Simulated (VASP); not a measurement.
# Pt (Pm-3m) in VASP: a series of runs

Runs on Pt. Level: r2SCAN. Tasks: relaxation of cell and atoms.

All numbers are computed with VASP 6.6.1; they aren't measurements. Logs are shortened: lines on timing, memory, paths and dates and some standing lists are left out, and cuts for length are marked.

**1. The cell of the first run**

Symmetry: Pm-3m, No. 221, cubic system. The conventional cell has a = 2.550 Å, b = 2.550 Å, c = 2.550 Å, α = 90.00°, β = 90.00°, γ = 90.00°. Within 3.4 Å of Pt (site symmetry m-3m) lie 6 Pt at 2.55 Å.

**2. Relaxation of cell and atoms, r2SCAN**

Contents of POSCAR:

```
Pt
1.0
    2.5500000000      0.0000000000      0.0000000000
    0.0000000000      2.5500000000      0.0000000000
    0.0000000000      0.0000000000      2.5500000000
Pt
1
Direct
    0.0000000000      0.0000000000      0.0000000000
```

Contents of INCAR.step1:

```
PREC = Accurate
ENCUT = 600
ISMEAR = -1
SIGMA = 0.05
LREAL = F
LASPH = T
NELM = 80
GGA = PE
ALGO = Normal
EDIFF = 1E-4
LWAVE = T
LCHARG = F
```

Contents of INCAR.step2:

```
PREC = Accurate
ENCUT = 600
EDIFF = 1E-6
ISMEAR = -1
SIGMA = 0.05
LREAL = F
LASPH = T
NELM = 80
ALGO = Normal
ISIF = 3
LWAVE = F
LCHARG = F
METAGGA = R2SCAN
LMIXTAU = T
IBRION = 2
NSW = 80
EDIFFG = -0.02
ISTART = 1
```

Contents of KPOINTS:

```
regular mesh
0
Gamma
  8 8 8
```

Potentials or basis: VASP PAW PBE potentials, release 64 (Pt).

Launch:

```console
> cat potpaw_PBE.64/Pt/POTCAR > POTCAR
> cp INCAR.step1 INCAR
> mpirun -np 1 vasp_std > vasp.out
> cp INCAR.step2 INCAR
> mpirun -np 1 vasp_std > vasp.out
```

OUTCAR:

```text
PREC = Accurate
   ENCUT = 600
   EDIFF = 1E-6
   ISMEAR = -1
   LREAL = F
   LASPH = T
   NELM = 80
   ISIF = 3
   METAGGA = R2SCAN
   IBRION = 2
   NSW = 80
   EDIFFG = -0.02
   ISTART = 1

 ion  position               nearest neighbor table
   1  0.000  0.000  0.000-

  LATTYP: Found a simple cubic cell.
 ALAT       =     2.5500000000

  Lattice vectors:

 A1 = (   2.5500000000,   0.0000000000,   0.0000000000)
 A2 = (   0.0000000000,   2.5500000000,   0.0000000000)
 A3 = (   0.0000000000,   0.0000000000,   2.5500000000)

Analysis of symmetry for initial positions (statically):
=====================================================================
 Subroutine PRICEL returns:
 Original cell was already a primitive cell.

 Routine SETGRP: Setting up the symmetry group for a
 simple cubic supercell.

 Subroutine GETGRP returns: Found 48 space group operations
 (whereof 48 operations were pure point group operations)
 out of a pool of 48 trial point group operations.

The static configuration has the point symmetry O_h .

Analysis of symmetry for dynamics (positions and initial velocities):
=====================================================================
 Subroutine PRICEL returns:
 Original cell was already a primitive cell.

 Routine SETGRP: Setting up the symmetry group for a
 simple cubic supercell.

 Subroutine GETGRP returns: Found 48 space group operations
 (whereof 48 operations were pure point group operations)
 out of a pool of 48 trial point group operations.

The dynamic configuration has the point symmetry O_h .

 Subroutine INISYM returns: Found 48 space group operations
 (whereof 48 operations are pure point group operations),
 and found     1 'primitive' translations

----------------------------------------------------------------------------------------

                                     Primitive cell

  volume of cell :      16.5814

  direct lattice vectors                    reciprocal lattice vectors
     2.550000000  0.000000000  0.000000000     0.392156863  0.000000000  0.000000000
     0.000000000  2.550000000  0.000000000     0.000000000  0.392156863  0.000000000
     0.000000000  0.000000000  2.550000000     0.000000000  0.000000000  0.392156863

[... 87 lines left out ...]
   ISIF   =      3    stress and relaxation
   ISYM   =      2    0-nonsym 1-usesym 2-fastsym
   POTIM  = 0.5000    time-step for ionic-motion
   TEBEG  =    0.0;   TEEND  =   0.0 temperature during run
   PSTRESS=    0.0 pullay stress
   NELECT =      10.0000    total number of electrons
   NUPDOWN=      -1.0000    fix difference up-down
   EMIN   =  10.00;   EMAX   =-10.00  energy-range for DOS
   EFERMI =   0.00;   METHOD = LEGACY
   ISMEAR =    -1;   SIGMA  =   0.05  broadening in eV -4-tet -1-fermi 0-gaus
   EFERMI_NEDOS =   21; number of points for ismear=-14 and -15
   IALGO  =     38    algorithm
   IMIX   =      4    mixing-type and parameters
     AMIX     =   0.40;   BMIX     =  1.00
     AMIX_MAG =   1.60;   BMIX_MAG =  1.00
  volume/ion in A,a.u.               =      16.58       111.90
  Fermi-wavevector in a.u.,A,eV,Ry     =   1.383146  2.613767 26.029204  1.913092
  Thomas-Fermi vector in A             =   2.507771
   LORBIT       =      0    0 simple, 1 ext, 2 COOP (PROOUT), +10 PAW based schemes
   METAGGA = R2SCAN    functional components
   LHFCALC =     F    Hartree Fock is set to
   AEXX    =    0.0000 exact exchange contribution
   IVDW    =     0    specifies the selected vdW correction
   LEPSILON=     F    determine dielectric tensor
   LRPA    =     F    only Hartree local field effects (RPA)
 conjugate gradient relaxation of ions
 non-spin polarized calculation
  energy-cutoff  :      600.00
  volume of cell :       16.58
 maximum number of plane-waves:       568
   NGX = 11   NGY = 11   NGZ = 11

--------------------------------------- Ionic step        1  -------------------------------------------

 number of electron       9.9999998 magnetization

 Free energy of the ion-electron system (eV)
  ---------------------------------------------------
  ext. energy  EPLUGINS =         0.00000000
  ---------------------------------------------------
  free energy    TOTEN  =       -50.94747475 eV

  energy without entropy =      -50.93204555  energy(sigma->0) =      -50.93976015

------------------------ aborting loop because EDIFF is reached ----------------------------------------

  FORCE on cell =-STRESS in cart. coord.  units (eV):
  Direction    XX          YY          ZZ          XY          YZ          ZX
  --------------------------------------------------------------------------------------
  -------------------------------------------------------------------------------------
  Total        1.7196373      1.7196373      1.7196373      0.0000000      0.0000000     -0.0000000
  in kB      166.1601550    166.1601550    166.1601550      0.0000000      0.0000000     -0.0000000
  external PRESSURE =     166.1601550 kB  Pullay stress =       0.0000000 kB
[... 92 lines left out ...]
--------------------------------------- Ionic step        4  -------------------------------------------

 number of electron      10.0000002 magnetization

 Free energy of the ion-electron system (eV)
  ---------------------------------------------------
  ext. energy  EPLUGINS =         0.00000000
  ---------------------------------------------------
  free energy    TOTEN  =       -51.00429155 eV

  energy without entropy =      -50.98622083  energy(sigma->0) =      -50.99525619

 E-fermi :   8.2703     XC(G=0): -13.2570

 val. band max:        8.2581750337   @ k =   0.3750   0.3750   0.2500
 cond. band min:       8.3100157890   @ k =   0.3750   0.1250   0.0000
 fundamental gap:      0.0518407554
 Fermi energy:         8.2703279436

 k-point     1 :       0.0000    0.0000    0.0000
  band No.  band energies     occupation
      1      -0.4690      2.00000
      2       2.2752      2.00000
      3       2.2752      2.00000
      4       8.4784      0.03072
      5       8.4784      0.03072
      6       8.4784      0.03072
      7      24.2064      0.00000
      8      24.2064      0.00000
      9      24.2064      0.00000
[... 265 lines left out ...]
 k-point    24 :       0.5000    0.3750    0.1250
  band No.  band energies     occupation
      1       2.5964      2.00000
      2       3.9708      2.00000
      3       5.7735      2.00000
      4       6.1166      2.00000
      5       8.6223      0.00175
      6      13.3951      0.00000
      7      13.5967      0.00000
      8      20.8184      0.00000
      9      22.9136      0.00000

 [... further k-points ...]
[... 5 lines left out ...]
  --------------------------------------------------------------------------------------
  -------------------------------------------------------------------------------------
  Total       -0.0117801     -0.0117801     -0.0117801      0.0000000     -0.0000000      0.0000000
  in kB       -1.0616699     -1.0616699     -1.0616699      0.0000000     -0.0000000      0.0000000
  external PRESSURE =      -1.0616699 kB  Pullay stress =       0.0000000 kB
[... 16 lines left out ...]
  FREE ENERGIE OF THE ION-ELECTRON SYSTEM (eV)
  ---------------------------------------------------
  free  energy   TOTEN  =       -51.0042915456 eV

  energy  without entropy=      -50.9862208340  energy(sigma->0) =      -50.99525619

 reached required accuracy - stopping structural energy minimisation
```

OUTCAR.step1:

```text
PREC = Accurate
   ENCUT = 600
   ISMEAR = -1
   LREAL = F
   LASPH = T
   NELM = 80
[... 503 lines left out ...]

 POSITION                                       TOTAL-FORCE (eV/Angst)
 -----------------------------------------------------------------------------------
      0.00000      0.00000      0.00000         0.000000      0.000000      0.000000
 -----------------------------------------------------------------------------------
    total drift:                               -0.000000      0.000000      0.000000

  FREE ENERGIE OF THE ION-ELECTRON SYSTEM (eV)
  ---------------------------------------------------
  free  energy   TOTEN  =        -5.4940402705 eV

  energy  without entropy=       -5.4800558920  energy(sigma->0) =       -5.48704808
```

Run time: 28 s. Hardware: 1 thread of Intel Xeon 6975P-C (Granite Rapids), shared host; peak memory 0.14 GiB.

Results:

```yaml
Free_energy: -51.0043 eV
Relaxed_volume: 17.78 Å³/atom
Relaxed_cell: a = 2.610 Å, b = 2.610 Å, c = 2.610 Å, α = 90.00°, β = 90.00°, γ = 90.00°
Space_group_after_relaxing_to_0.05_Å: Pm-3m (No. 221)
Energy_gained_by_relaxing: 56.8 meV/atom
Ionic_steps: 4
Pressure_after_relaxing: -0.1 GPa
Band_gap_on_the_k_mesh: zero (band 5 reaches 10.45 eV, above the bottom of band 6 at 7.19 eV)
```

Step by step:
```tsv
step	energy change (eV)	largest force (eV/Å)	pressure (GPa)	volume (Å³)
1	0.0000	0.0000	16.62	16.58
2	0.2054	0.0000	-21.12	21.06
3	-0.0566	0.0000	-0.89	17.85
4	-0.0568	0.0000	-0.11	17.78
```

Final structure:
```
Pt
1.0
     2.60989    0.00000    0.00000
     0.00000    2.60989    0.00000
     0.00000    0.00000    2.60989
Pt
1
Cartesian
  0.0000 0.0000 0.0000
```

Caveat: the PAW data sets were made with another functional, which shifts forces and pressure a little; spin-orbit coupling is left out, which moves the levels of the heavy elements.

**3. Relaxation of cell and atoms, r2SCAN, target pressure 10 GPa, at which the enthalpy is minimised**

POSCAR is that of step 2.

Contents of INCAR.step1:

```
PREC     = Accurate       # precision mode
ENCUT    = 600            # plane-wave cutoff, eV
ISMEAR   = -1             # smearing method
SIGMA    = 0.05           # smearing width, eV
LREAL    = F              # projectors in reciprocal space
LASPH    = T              # aspherical terms in the spheres
NELM     = 60             # most SCF steps
GGA      = PE             # functional
ALGO     = Normal         # electronic algorithm
EDIFF    = 1E-4           # SCF threshold, eV
LWAVE    = T              # write WAVECAR
LCHARG   = F              # write CHGCAR
```

Contents of INCAR.step2:

```
PREC     = Accurate       # precision mode
ENCUT    = 600            # plane-wave cutoff, eV
EDIFF    = 1E-6           # SCF threshold, eV
ISMEAR   = -1             # smearing method
SIGMA    = 0.05           # smearing width, eV
LREAL    = F              # projectors in reciprocal space
LASPH    = T              # aspherical terms in the spheres
NELM     = 60             # most SCF steps
ALGO     = Normal         # electronic algorithm
ISIF     = 3              # what is computed and relaxed
LWAVE    = F              # write WAVECAR
LCHARG   = F              # write CHGCAR
METAGGA  = R2SCAN         # meta-GGA
LMIXTAU  = T            
IBRION   = 2              # ionic algorithm
NSW      = 80             # ionic steps
EDIFFG   = -0.02          # ionic threshold
PSTRESS  = 100.0        
ISTART   = 1
```

KPOINTS is that of step 2.

Potentials or basis: VASP PAW PBE potentials, release 64 (Pt).

Launch:

```console
> cat potpaw_PBE.64/Pt/POTCAR > POTCAR
> cp INCAR.step1 INCAR
> mpirun -np 1 vasp_std > vasp.out
> cp INCAR.step2 INCAR
> mpirun -np 1 vasp_std > vasp.out
```

OUTCAR:

```text
PREC = Accurate
   ENCUT = 600
   EDIFF = 1E-6
   ISMEAR = -1
   LREAL = F
   LASPH = T
   NELM = 60
   ISIF = 3
   METAGGA = R2SCAN
   IBRION = 2
   NSW = 80
   EDIFFG = -0.02
   PSTRESS = 100.0
   ISTART = 1

 ion  position               nearest neighbor table
   1  0.000  0.000  0.000-

  LATTYP: Found a simple cubic cell.
 ALAT       =     2.5500000000

  Lattice vectors:

 A1 = (   2.5500000000,   0.0000000000,   0.0000000000)
 A2 = (   0.0000000000,   2.5500000000,   0.0000000000)
 A3 = (   0.0000000000,   0.0000000000,   2.5500000000)

Analysis of symmetry for initial positions (statically):
=====================================================================
 Subroutine PRICEL returns:
 Original cell was already a primitive cell.
[... 247 lines left out ...]
  ---------------------------------------------------
  free energy    TOTEN  =       -50.98232320 eV

  energy without entropy =      -50.96580121  energy(sigma->0) =      -50.97406220

 E-fermi :   8.9945     XC(G=0): -13.5537

 val. band max:        8.9854700285   @ k =   0.3750   0.3750   0.2500
 cond. band min:       9.0417994933   @ k =   0.5000   0.3750   0.0000
 fundamental gap:      0.0563294649
 Fermi energy:         8.9945064639

 k-point     1 :       0.0000    0.0000    0.0000
  band No.  band energies     occupation
      1      -0.1742      2.00000
      2       2.5939      2.00000
      3       2.5939      2.00000
      4       9.2421      0.01403
      5       9.2421      0.01403
      6       9.2421      0.01403
      7      25.1932      0.00000
      8      25.1932      0.00000
      9      25.1932      0.00000
[... 265 lines left out ...]
 k-point    24 :       0.5000    0.3750    0.1250
  band No.  band energies     occupation
      1       2.9025      2.00000
      2       4.4281      2.00000
      3       6.3123      2.00000
      4       6.6820      2.00000
      5       9.3676      0.00115
      6      14.2010      0.00000
      7      14.5625      0.00000
      8      22.0716      0.00000
      9      23.9057      0.00000

 [... further k-points ...]
[... 5 lines left out ...]
  --------------------------------------------------------------------------------------
  -------------------------------------------------------------------------------------
  Total        1.0422917      1.0422917      1.0422917     -0.0000000      0.0000000      0.0000000
  in kB       98.1884124     98.1884124     98.1884124     -0.0000000      0.0000000      0.0000000
  external PRESSURE =      -1.8115876 kB  Pullay stress =     100.0000000 kB
[... 20 lines left out ...]
  energy  without entropy=      -50.9658012053  energy(sigma->0) =      -50.97406220

  enthalpy is  TOTEN    =       -49.9208011288 eV   P V=        1.0615220734

 reached required accuracy - stopping structural energy minimisation
```

OSZICAR.step1:

```text
N       E                     dE             d eps       ncg     rms          rms(c)
DAV:   1     0.443243308718E+02    0.44324E+02   -0.59650E+03   638   0.116E+03
DAV:   2    -0.529116678725E+01   -0.49615E+02   -0.47613E+02   703   0.200E+02
DAV:   3    -0.582455686381E+01   -0.53339E+00   -0.52877E+00   730   0.213E+01
DAV:   4    -0.582667733767E+01   -0.21205E-02   -0.21199E-02   701   0.138E+00
DAV:   5    -0.582669767949E+01   -0.20342E-04   -0.20340E-04   734   0.127E-01    0.115E+01
DAV:   6    -0.552693471656E+01    0.29976E+00   -0.86184E-01   638   0.803E+00    0.618E+00
DAV:   7    -0.549736940932E+01    0.29565E-01   -0.92802E-02   662   0.268E+00    0.245E+00
DAV:   8    -0.549411858474E+01    0.32508E-02   -0.24703E-03   654   0.513E-01    0.249E-01
DAV:   9    -0.549404027045E+01    0.78314E-04   -0.23102E-04   368   0.138E-01
   1 F= -.54940403E+01 E0= -.54870481E+01  d E =-.139844E-01
```

It took 24 s on 1 thread of Intel Xeon 6975P-C (Granite Rapids), shared host; peak memory 0.14 GiB.

What came out:

* Free energy: -50.9823 eV
* Relaxed volume: 17.01 Å³/atom
* Relaxed cell: a = 2.572 Å, b = 2.572 Å, c = 2.572 Å, α = 90.00°, β = 90.00°, γ = 90.00°
* Space group after relaxing (to 0.05 Å): Pm-3m (No. 221)
* Energy change on relaxing (the enthalpy is what falls): -34.8 meV/atom
* Ionic steps: 3
* Pressure after relaxing: 9.8 GPa
* Band gap on the k mesh: zero (band 5 reaches 11.35 eV, above the bottom of band 6 at 7.84 eV)

The path:
```
step  energy change (eV)  largest force (eV/Å)  pressure (GPa)  volume (Å³)
   1              0.0000                0.0000           16.62        16.58
   2             -0.0480                0.0000           -5.38        18.28
   3             -0.0348                0.0000            9.82        17.01
```

Final structure:
```
Pt
1.0
     2.57166    0.00000    0.00000
     0.00000    2.57166    0.00000
     0.00000    0.00000    2.57166
Pt
1
Cartesian
  0.0000 0.0000 0.0000
```

Levels at points of the mesh, in eV from the Fermi level:
| k point | band 1 | band 2 | band 3 | band 4 | band 5 | band 6 | band 7 | band 8 | band 9 |
| --- | --- | --- | --- | --- | --- | --- | --- | --- | --- |
| (0.00, 0.00, 0.00) | -9.17 | -6.40 | -6.40 | 0.25 | 0.25 | 0.25 | 16.20 | 16.20 | 16.20 |
| (0.50, 0.00, 0.00) | -6.44 | -5.76 | -2.20 | -2.20 | -0.56 | 0.49 | 5.02 | 17.42 | 20.82 |
| (0.50, 0.50, 0.00) | -6.61 | -5.20 | -1.75 | -1.75 | 2.19 | 4.78 | 4.78 | 10.65 | 14.54 |
| (0.50, 0.50, 0.50) | -5.53 | -5.53 | -5.53 | 2.36 | 2.36 | 10.52 | 10.82 | 10.82 | 10.82 |

Caveat: the cell is relaxed towards a set pressure, so the enthalpy falls and the energy may rise; the PAW data sets were made with another functional, which shifts forces and pressure a little; spin-orbit coupling is left out, which moves the levels of the heavy elements.
